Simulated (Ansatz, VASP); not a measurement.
BN: VASP beside Ansatz

```xyz
4
Lattice="2.5539 0.0000 0.0000 -1.2770 2.2118 0.0000 0.0000 0.0000 4.2269" Properties=species:S:1:pos:R:3 pbc="T T T"
B     1.2770    0.9473    4.2257
B     0.0000    1.2645    2.1123
N     1.2770    0.5123    2.6430
N     0.0000    1.6995    0.5295
```

Change from the starting cell: mode 4 (471.6 1/cm) frozen in, largest displacement +0.225 Å.

Alike in both runs: task single point; functional PBE; k mesh 12 × 12 × 6; occupations gaussian, width 0.05 eV; no spin polarisation.

|  | VASP | Ansatz |
| --- | --- | --- |
| version | VASP 6.6.1 | Ansatz 0.2.0 |
| potentials or method | VASP PAW PBE potentials, release 64 (B, N), cutoff 520 eV | scalar-relativistic, plane waves, PAW |
| valence electrons in the cell | 16 | 16 |

Ansatz gave:

```
gap on the k mesh at the Fermi level (eV)                     : 4.29
least direct gap on the mesh (eV)                             : 7.40
pressure (GPa)                                                : -0.5
traceless stress, the component that is largest in VASP (GPa) : 7.56
rms of the force components (eV/Å)                            : 1.370
```

Task: Estimate VASP's values.

Result: gap on the k mesh at the Fermi level (eV): 4.28; least direct gap on the mesh (eV): 7.40; pressure (GPa): -0.4; traceless stress, the component that is largest in VASP (GPa): 7.40; rms of the force components (eV/Å): 1.370.

Atom by atom the forces differ by 0.004 eV/Å (rms over components).
